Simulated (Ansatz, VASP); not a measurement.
Na2TlGaF6: VASP beside Ansatz

```
Na Tl Ga F
1.0
     0.00000    4.42816    4.42816
     4.42816    0.00000    4.42816
     4.42816    4.42816    0.00000
Na Tl Ga F
2 1 1 6
Direct
  0.75000 0.75000 0.75000
  0.25000 0.25000 0.25000
  0.50000 0.50000 0.50000
  0.00000 0.00000 0.00000
  0.78592 0.21408 0.21408
  0.21408 0.21408 0.78592
  0.21408 0.78592 0.78592
  0.21408 0.78592 0.21408
  0.78592 0.21408 0.78592
  0.78592 0.78592 0.21408
```

Alike in both runs: functional PBEsol; k mesh 6 × 6 × 6; occupations gaussian, width 0.02 eV; no spin polarisation.

Ansatz relaxed the structure, and its values are those at the end. VASP's run is a single point on that final structure, the one shown.

```csv
,VASP,Ansatz
version,VASP 6.6.1,Ansatz 0.2.0
potentials or method,"VASP PAW PBE potentials, release 64 (Na_pv, Tl_d, Ga_d, F), cutoff 520 eV","scalar-relativistic, plane waves, PAW"
valence electrons in the cell,82,86
```

Ansatz gave:

```
gap on the k mesh at the Fermi level (eV) : 3.39
least direct gap on the mesh (eV)         : 3.89
pressure (GPa)                            : 0.0
rms of the force components (eV/Å)        : 0.000
```

Q: What did VASP give for the same quantities?

A: gap on the k mesh at the Fermi level (eV): 3.39; least direct gap on the mesh (eV): 3.88; pressure (GPa): 0.0; rms of the force components (eV/Å): 0.035.

VASP's potentials were made for PBE, not for PBEsol. The functional is the same, so the differences come from potentials, cutoffs and numerics. VASP's potentials hold 82 valence electrons a cell and Ansatz's 86, so a difference there can come from the potentials and not from the codes.

Neither program's run includes spin-orbit coupling.
